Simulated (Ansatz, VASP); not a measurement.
TePb: VASP beside Ansatz

```
Pb Te
1.0
     0.00000    3.21971    3.21971
     3.21971    0.00000    3.21971
     3.21971    3.21971    0.00000
Pb Te
1 1
Direct
  0.00000 0.00000 0.00000
  0.50000 0.50000 0.50000
```

Alike in both runs: task single point; functional PBE; k mesh 7 × 7 × 7; no spin polarisation.

```csv
,VASP,Ansatz
version,VASP 6.6.1,Ansatz 0.2.0
potentials or method,"VASP PAW PBE potentials, release 64 (Pb_d, Te), cutoff 520 eV",PAW plane waves
occupations,"fermi-dirac, width 0.1 eV",fermi-dirac
valence electrons in the cell,20,30
```

```csv
,VASP,Ansatz,Ansatz less VASP
pressure (GPa),2.6,2.6,+0.04
```

VASP's potentials hold 20 valence electrons a cell and Ansatz's 30, so a difference there can come from the potentials and not from the codes.

Neither program's run includes spin-orbit coupling.
